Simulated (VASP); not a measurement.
# TiTe2 (Fm-3m) in VASP: further runs

TiTe2 is run at these levels: r2SCAN; tasks: single point.

Everything below comes from runs of VASP 6.6.1. Logs are shortened: lines on timing, memory, paths and dates and some standing lists are left out, and cuts for length are marked.

## (1) The cell of the first run

It takes space group Fm-3m (No. 225, cubic). Conventional cell: a = 6.740 Å, b = 6.740 Å, c = 6.740 Å, α = 90.00°, β = 90.00°, γ = 90.00°. Ti (site symmetry m-3m) has 8 Te at 2.92 Å within 3.8 Å. Te (site symmetry -43m) has 4 Ti at 2.92 Å and 6 Te at 3.37 Å within 3.8 Å.

## (2) Single point, r2SCAN (volume changed by -6%)

File POSCAR:

```
TiTe2
1.0
    0.0000000000      3.3698964437      3.3698964437
    3.3698964437      0.0000000000      3.3698964437
    3.3698964437      3.3698964437      0.0000000000
Ti Te
1 2
Direct
    0.0000000000      0.0000000000      0.0000000000
    0.2500000000      0.2500000000      0.2500000000
    0.7500000000      0.7500000000      0.7500000000
```

File INCAR.step1:

```
SYSTEM = TiTe2
PREC = Accurate ; ENCUT = 520
ISMEAR = -1 ; SIGMA = 0.02
LREAL = .FALSE. ; LASPH = .TRUE.
NELM = 60 ; NBANDS = 19
GGA = PE ; ALGO = Normal
EDIFF = 1E-4 ; LWAVE = .TRUE.
LCHARG = .FALSE.
```

File INCAR.step2:

```
SYSTEM = TiTe2
PREC = Accurate ; ENCUT = 520
EDIFF = 1E-6 ; ISMEAR = -1
SIGMA = 0.02 ; LREAL = .FALSE.
LASPH = .TRUE. ; NELM = 60
ALGO = Normal ; ISIF = 2
LWAVE = .FALSE. ; LCHARG = .FALSE.
METAGGA = R2SCAN ; LMIXTAU = .TRUE.
NBANDS = 19 ; ISTART = 1
```

File KPOINTS:

```
Automatic mesh
0
G
  6 6 6
  0 0 0
```

Potentials or basis: VASP PAW PBE potentials, release 64 (Ti_sv, Te).

Started as:

```
$ cat potpaw_PBE.64/Ti_sv/POTCAR potpaw_PBE.64/Te/POTCAR > POTCAR
$ cp INCAR.step1 INCAR
$ mpirun -np 1 vasp_std > vasp.out
$ cp INCAR.step2 INCAR
$ mpirun -np 1 vasp_std > vasp.out
```

OUTCAR:

```text
SYSTEM = TiTe2
   PREC = Accurate
   ENCUT = 520
   EDIFF = 1E-6
   ISMEAR = -1
   LREAL = .FALSE.
   LASPH = .TRUE.
   NELM = 60
   ISIF = 2
   METAGGA = R2SCAN
   ISTART = 1

 ion  position               nearest neighbor table
   1  0.000  0.000  0.000-   3 2.92   3 2.92   3 2.92   2 2.92   3 2.92   2 2.92   2 2.92   2 2.92

   2  0.250  0.250  0.250-   1 2.92   1 2.92   1 2.92   1 2.92   3 3.37   3 3.37   3 3.37   3 3.37
                             3 3.37   3 3.37
   3  0.750  0.750  0.750-   1 2.92   1 2.92   1 2.92   1 2.92   2 3.37   2 3.37   2 3.37   2 3.37
                             2 3.37   2 3.37

  LATTYP: Found a face centered cubic cell.
 ALAT       =     6.7397928874

  Lattice vectors:

 A1 = (   0.0000000000,   3.3698964437,   3.3698964437)
 A2 = (   3.3698964437,   0.0000000000,   3.3698964437)
 A3 = (   3.3698964437,   3.3698964437,   0.0000000000)

Analysis of symmetry for initial positions (statically):
=====================================================================
 Subroutine PRICEL returns:
 Original cell was already a primitive cell.

 Routine SETGRP: Setting up the symmetry group for a
 face centered cubic supercell.

 Subroutine GETGRP returns: Found 48 space group operations
 (whereof 48 operations were pure point group operations)
 out of a pool of 48 trial point group operations.

The static configuration has the point symmetry O_h .

Analysis of symmetry for dynamics (positions and initial velocities):
=====================================================================
 Subroutine PRICEL returns:
 Original cell was already a primitive cell.

 Routine SETGRP: Setting up the symmetry group for a
 face centered cubic supercell.

 Subroutine GETGRP returns: Found 48 space group operations
 (whereof 48 operations were pure point group operations)
 out of a pool of 48 trial point group operations.

The dynamic configuration has the point symmetry O_h .

 Subroutine INISYM returns: Found 48 space group operations
 (whereof 48 operations are pure point group operations),
 and found     1 'primitive' translations

----------------------------------------------------------------------------------------

                                     Primitive cell

  volume of cell :      76.5384

  direct lattice vectors                    reciprocal lattice vectors
     0.000000000  3.369896444  3.369896444    -0.148372512  0.148372512  0.148372512
     3.369896444  0.000000000  3.369896444     0.148372512 -0.148372512  0.148372512
     3.369896444  3.369896444  0.000000000     0.148372512  0.148372512 -0.148372512

  length of vectors
     4.765753254  4.765753254  4.765753254     0.256988729  0.256988729  0.256988729

  position of ions in fractional coordinates (direct lattice)
     0.000000000  0.000000000  0.000000000
     0.250000000  0.250000000  0.250000000
     0.750000000  0.750000000  0.750000000

  ion indices of the primitive-cell ions
   primitive index   ion index
                 1           1
                 2           2
                 3           3

----------------------------------------------------------------------------------------

 KPOINTS: Automatic mesh

Automatic generation of k-mesh.
 Grid dimensions read from file:
 generate k-points for:    6    6    6

 Generating k-lattice:

  Cartesian coordinates                     Fractional coordinates (reciprocal lattice)
    -0.024728752  0.024728752  0.024728752     0.166666667  0.000000000  0.000000000
     0.024728752 -0.024728752  0.024728752     0.000000000  0.166666667  0.000000000
     0.024728752  0.024728752 -0.024728752     0.000000000  0.000000000  0.166666667

  Length of vectors
     0.042831455  0.042831455  0.042831455

  Shift w.r.t. Gamma in fractional coordinates (k-lattice)
     0.000000000  0.000000000  0.000000000

 Subroutine IBZKPT returns following result:
 ===========================================

 Found     16 irreducible k-points:

 Following reciprocal coordinates:
            Coordinates               Weight
  0.000000  0.000000  0.000000      1.000000
  0.166667  0.000000  0.000000      8.000000
  0.333333  0.000000  0.000000      8.000000
  0.500000  0.000000  0.000000      4.000000
  0.166667  0.166667  0.000000      6.000000
  0.333333  0.166667  0.000000     24.000000
[... 8 lines left out ...]
 -0.333333  0.333333  0.166667     24.000000
 -0.333333  0.500000  0.166667     12.000000
   k-points           NKPTS =     16   k-points in BZ     NKDIM =     16   number of bands    NBANDS=     19
   number of dos      NEDOS =    301   number of ions     NIONS =      3
   total plane-waves  NPLWV =  46656
   dimension x,y,z NGX =    36 NGY =   36 NGZ =   36
   dimension x,y,z NGXF=    72 NGYF=   72 NGZF=   72
   ions per type =               1   2
   NGX,Y,Z   is equivalent  to a cutoff of  12.56, 12.56, 12.56 a.u.
   NGXF,Y,Z  is equivalent  to a cutoff of  25.12, 25.12, 25.12 a.u.
 SYSTEM =  TiTe2
   PREC   = accura    normal or accurate (medium, high low for compatibility)
   ISTART =      1    job   : 0-new  1-cont  2-samecut
   ICHARG =      0    charge: 1-file 2-atom 10-const
   ISPIN  =      1    spin polarized calculation?
   LNONCOLLINEAR =      F non collinear calculations
   LSORBIT =      F    spin-orbit coupling
   LASPH  =      T    aspherical Exc in radial PAW
   ENCUT  =  520.0 eV  38.22 Ry    6.18 a.u.   8.86  8.86  8.86*2*pi/ulx,y,z
   NELM   =     60;   NELMIN=  2; NELMDL=  0     # of ELM steps
   EDIFF  = 0.1E-05   stopping-criterion for ELM
   LREAL  =      F    real-space projection
   EDIFFG = 0.1E-04   stopping-criterion for IOM
   NSW    =      0    number of steps for IOM
   IBRION =     -1    ionic relax: 0-MD 1-quasi-New 2-CG
   NFREE  =      0    steps in history (QN), initial steepest desc. (CG)
   ISIF   =      2    stress and relaxation
   ISYM   =      2    0-nonsym 1-usesym 2-fastsym
   POTIM  = 0.5000    time-step for ionic-motion
   TEBEG  =    0.0;   TEEND  =   0.0 temperature during run
   PSTRESS=    0.0 pullay stress
   NELECT =      24.0000    total number of electrons
   NUPDOWN=      -1.0000    fix difference up-down
   EMIN   =  10.00;   EMAX   =-10.00  energy-range for DOS
   EFERMI =   0.00;   METHOD = LEGACY
   ISMEAR =    -1;   SIGMA  =   0.02  broadening in eV -4-tet -1-fermi 0-gaus
   EFERMI_NEDOS =   21; number of points for ismear=-14 and -15
   IALGO  =     38    algorithm
   IMIX   =      4    mixing-type and parameters
     AMIX     =   0.40;   BMIX     =  1.00
     AMIX_MAG =   1.60;   BMIX_MAG =  1.00
  volume/ion in A,a.u.               =      25.51       172.17
  Fermi-wavevector in a.u.,A,eV,Ry     =   1.112206  2.101765 16.830446  1.237003
  Thomas-Fermi vector in A             =   2.248778
   LORBIT       =      0    0 simple, 1 ext, 2 COOP (PROOUT), +10 PAW based schemes
   METAGGA = R2SCAN    functional components
   LHFCALC =     F    Hartree Fock is set to
   AEXX    =    0.0000 exact exchange contribution
   IVDW    =     0    specifies the selected vdW correction
   LEPSILON=     F    determine dielectric tensor
   LRPA    =     F    only Hartree local field effects (RPA)
 non-spin polarized calculation
  energy-cutoff  :      520.00
  volume of cell :       76.54
 maximum number of plane-waves:      2085
   NGX = 17   NGY = 17   NGZ = 17

 number of electron      24.0000006 magnetization

 Free energy of the ion-electron system (eV)
  ---------------------------------------------------
  ext. energy  EPLUGINS =         0.00000000
  ---------------------------------------------------
  free energy    TOTEN  =       -64.79920094 eV

  energy without entropy =      -64.79019342  energy(sigma->0) =      -64.79469718

 E-fermi :   8.2246     XC(G=0): -10.5922

 val. band max:        8.2094719604   @ k =  -0.3333   0.3333   0.1667
 cond. band min:       8.2453234620   @ k =  -0.3333   0.5000   0.1667
 fundamental gap:      0.0358515016
 Fermi energy:         8.2246195657

 k-point     1 :       0.0000    0.0000    0.0000
  band No.  band energies     occupation
      1     -52.0109      2.00000
      2     -27.2341      2.00000
      3     -27.2340      2.00000
      4     -27.2340      2.00000
      5      -6.1147      2.00000
      6      -1.4948      2.00000
[... 11 lines left out ...]
     18      11.2445      0.00000
     19      11.2445      0.00000

 k-point     2 :       0.1667    0.0000    0.0000
  band No.  band energies     occupation
      1     -52.0108      2.00000
      2     -27.2356      2.00000
      3     -27.2343      2.00000
      4     -27.2342      2.00000
      5      -5.8829      2.00000
      6      -2.0282      2.00000
[... 11 lines left out ...]
     18      12.0993      0.00000
     19      12.0993      0.00000

 k-point     3 :       0.3333    0.0000    0.0000
  band No.  band energies     occupation
      1     -52.0107      2.00000
      2     -27.2389      2.00000
      3     -27.2348      2.00000
      4     -27.2347      2.00000
      5      -5.2268      2.00000
      6      -3.1089      2.00000
[... 11 lines left out ...]
     18      13.0800      0.00000
     19      13.6564      0.00000

 k-point     4 :       0.5000    0.0000    0.0000
  band No.  band energies     occupation
      1     -52.0106      2.00000
      2     -27.2405      2.00000
      3     -27.2350      2.00000
      4     -27.2350      2.00000
      5      -4.3482      2.00000
      6      -4.1474      2.00000
[... 231 lines left out ...]
     18      11.9389      0.00000
     19      14.4167      0.00000

 k-point    15 :      -0.3333    0.3333    0.1667
  band No.  band energies     occupation
      1     -52.0106      2.00000
      2     -27.2392      2.00000
      3     -27.2376      2.00000
      4     -27.2358      2.00000
      5      -4.0777      2.00000
      6      -4.0204      2.00000
[... 11 lines left out ...]
     18      12.7844      0.00000
     19      13.0851      0.00000

 k-point    16 :      -0.3333    0.5000    0.1667
  band No.  band energies     occupation
      1     -52.0105      2.00000
      2     -27.2397      2.00000
      3     -27.2374      2.00000
      4     -27.2362      2.00000
      5      -4.2566      2.00000
      6      -3.6455      2.00000
[... 11 lines left out ...]
     18      11.8217      0.00000
     19      13.9200      0.00000

------------------------ aborting loop because EDIFF is reached ----------------------------------------

  FORCE on cell =-STRESS in cart. coord.  units (eV):
  Direction    XX          YY          ZZ          XY          YZ          ZX
  --------------------------------------------------------------------------------------
  -------------------------------------------------------------------------------------
  Total        2.0605005      2.0605005      2.0605005      0.0000000      0.0000000      0.0000000
  in kB       43.1324031     43.1324031     43.1324031      0.0000000      0.0000000      0.0000000
  external PRESSURE =      43.1324031 kB  Pullay stress =       0.0000000 kB

 VOLUME and BASIS-vectors are now :
 -----------------------------------------------------------------------------
  energy-cutoff  :      520.00
  volume of cell :       76.54
      direct lattice vectors                 reciprocal lattice vectors
     0.000000000  3.369896444  3.369896444    -0.148372512  0.148372512  0.148372512
     3.369896444  0.000000000  3.369896444     0.148372512 -0.148372512  0.148372512
     3.369896444  3.369896444  0.000000000     0.148372512  0.148372512 -0.148372512

 POSITION                                       TOTAL-FORCE (eV/Angst)
 -----------------------------------------------------------------------------------
      0.00000      0.00000      0.00000        -0.000000     -0.000000     -0.000000
      1.68495      1.68495      1.68495         0.000000      0.000000     -0.000000
      5.05484      5.05484      5.05484         0.000000     -0.000000      0.000000
 -----------------------------------------------------------------------------------
    total drift:                               -0.000000      0.000000      0.000000

  FREE ENERGIE OF THE ION-ELECTRON SYSTEM (eV)
  ---------------------------------------------------
  free  energy   TOTEN  =       -64.7992009439 eV

  energy  without entropy=      -64.7901934162  energy(sigma->0) =      -64.79469718
```

Wall time 3 min (1 thread of Intel Xeon Platinum 8259CL at 2.50GHz (Skylake/Cascade Lake), shared host); peak memory 0.22 GiB.

What came out:

| Quantity | Value |
| --- | --- |
| Free energy | -64.7992 eV |
| Pressure | 4.3 GPa |
| Band gap on the k mesh | zero (band 12 reaches 8.31 eV, above the bottom of band 13 at 8.00 eV) |

Caveat: the PAW data sets were made with another functional, which shifts forces and pressure a little; spin-orbit coupling is left out, which moves the levels of the heavy elements.

[end of part 1 of 2]
